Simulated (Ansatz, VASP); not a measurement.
# Two plane-wave programs on Al

Contents of INCAR:

```
PREC = Accurate ; ENCUT = 600
EDIFF = 1E-6 ; ISMEAR = -1
SIGMA = 0.15 ; LREAL = F
LASPH = T ; NELM = 80
ALGO = Normal ; ISIF = 3
LWAVE = F ; LCHARG = F
GGA = PE ; IVDW = 12
IBRION = 2 ; NSW = 80
EDIFFG = -0.001
```

Contents of KPOINTS:

```
Automatic mesh
0
Gamma
  20 20 20
```

File POSCAR:

```
Al
1.0
    0.0000000000      1.9913663548      1.9913663548
    1.9913663548      0.0000000000      1.9913663548
    1.9913663548      1.9913663548      0.0000000000
Al
1
Direct
    0.0000000000      0.0000000000      0.0000000000
```

Input for Ansatz:

```yaml
crystal:
  lattice:
    - [0.0, 1.9913663548, 1.9913663548]
    - [1.9913663548, 0.0, 1.9913663548]
    - [1.9913663548, 1.9913663548, 0.0]
  atoms:
    - { symbol: Al, position: [0.0, 0.0, 0.0] }
basis:
  ecutwfc: 420
kpoints:
  mp_grid: { grid: [20, 20, 20] }
hamiltonian:
  xc: pbe
  dispersion: d3bj
scf:
  occupations: { method: fermi_dirac, width: 0.15 }
output:
  forces: true
  stress: true
  eigenvalues: true
relax:
  adjacent_minimum: "off"
  f_tol: 0.001
  max_steps: 60
  cell: { stress_tol: 0.01 }
```

Alike in both runs: task relaxation of cell and atoms; functional PBE; dispersion D3(BJ); k mesh 20 × 20 × 20; occupations fermi-dirac, width 0.15 eV; no spin polarisation.

|  | VASP | Ansatz |
| --- | --- | --- |
| version | VASP 6.6.1 | Ansatz 0.2.0 |
| potentials or method | VASP PAW PBE potentials, release 64 (Al), cutoff 600 eV | scalar-relativistic, plane waves, PAW |
| valence electrons in the cell | 3 | 3 |

|  | VASP | Ansatz | Ansatz less VASP |
| --- | --- | --- | --- |
| gap on the k mesh at the Fermi level, each at its own relaxed structure (eV) | none | none | - |
| relaxed volume (Å³/atom) | 15.81 | 15.81 | +0.005 |
| relaxed cell length with the largest relative difference (Å) | 2.817 | 2.817 | +0.0003 |

A gap of «none» marks a metal or a gap that the smearing closes.
